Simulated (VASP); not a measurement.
Set up this calculation in VASP 6.6.1, as the native input.

* Task: relaxation of cell and atoms
* Functional: LDA
* Potentials or basis: VASP PAW LDA potentials, release 64 (Ba_sv, O)
* Cutoff: 600 eV
* k mesh: 8 × 8 × 8
* Occupations: gaussian, width 0.02 eV
* Spin: no spin polarisation
* Dipole correction: no
* Further INCAR settings: ALGO = Normal; EDIFF = 1e-07; IBRION = 2; EDIFFG = -0.002; NSW = 100; ISIF = 3

The structure of BaO (lda) lies in POSCAR:

```
BaO
1.0
    0.0000000000      2.7695000000      2.7695000000
    2.7695000000      0.0000000000      2.7695000000
    2.7695000000      2.7695000000      0.0000000000
Ba O
1 1
Direct
    0.0000000000      0.0000000000      0.0000000000
    0.5000000000      0.5000000000      0.5000000000
```

These files were run (other wordings do the same):

INCAR

```
PREC     = Accurate       # precision mode
ENCUT    = 600            # plane-wave cutoff, eV
EDIFF    = 1E-7           # SCF threshold, eV
ISMEAR   = 0              # smearing method
SIGMA    = 0.02           # smearing width, eV
LREAL    = False          # projectors in reciprocal space
LASPH    = True           # aspherical terms in the spheres
NELM     = 120            # most SCF steps
ALGO     = Normal         # electronic algorithm
ISIF     = 3              # what is computed and relaxed
LWAVE    = False          # write WAVECAR
LCHARG   = False          # write CHGCAR
GGA      = CA             # functional
IBRION   = 2              # ionic algorithm
NSW      = 100            # ionic steps
EDIFFG   = -0.002         # ionic threshold
GGA_COMPAT= False        
NELMIN   = 4
```

KPOINTS

```
Automatic mesh
0
Gamma
  8 8 8
```

Potentials or basis: VASP PAW LDA potentials, release 64 (Ba_sv, O).

Launch:

```bash
$ cat potpaw_LDA.64/Ba_sv/POTCAR potpaw_LDA.64/O/POTCAR > POTCAR
$ mpirun -np 1 vasp_std > vasp.out
```

Results of the run:

The relaxed volume is 20.55 Å³/atom, the relaxed cell is a = 3.874 Å, b = 3.874 Å, c = 3.874 Å, α = 60.00°, β = 60.00°, γ = 60.00° and the space group after relaxing (to 0.05 Å) is Fm-3m (No. 225). The energy gained by relaxing is 5.8 meV/atom. The ionic steps are 3 and the pressure after relaxing is 0.0 GPa. The band gap on the k mesh is 1.70 eV, direct.

Caveat: spin-orbit coupling is left out, which moves the levels of the heavy elements.

Run time: 20 s on 1 thread of Intel(R) Xeon(R) 6975P-C (Granite Rapids), with other jobs on the host, peak memory 0.17 GiB.
